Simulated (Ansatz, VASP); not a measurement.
Two plane-wave programs on Sn

```
Sn
1.0
    -0.19144    3.27432    3.27432
     3.27432   -0.19144    3.27432
     3.27432    3.27432   -0.19144
Sn
2
Cartesian
  -0.0322 -0.0322 -0.0322
  1.6215 1.6215 1.6215
```

Change from the starting cell: epitaxial_111 strain +5.5%.

Alike in both runs: task single point; functional PBE; k mesh 6 × 6 × 6; occupations fermi-dirac, width 0.02 eV; no spin polarisation.

|  | VASP | Ansatz |
| --- | --- | --- |
| version | VASP 6.6.1 | Ansatz 0.2.0 |
| potentials or method | VASP PAW PBE potentials, release 64 (Sn_d) | plane waves, PAW |
| plane-wave cutoff (eV) | 520 | 420 |
| valence electrons in the cell | 28 | 28 |

|  | VASP | Ansatz | Ansatz less VASP |
| --- | --- | --- | --- |
| pressure (GPa) | -1.2 | -1.1 | +0.05 |
| traceless stress, the component that is largest in VASP (GPa) | 1.22 | 1.22 | +0.001 |
| rms of the force components (eV/Å) | 0.026 | 0.026 | 0.0000 |

Atom by atom the forces differ by 0.000 eV/Å (rms over components).
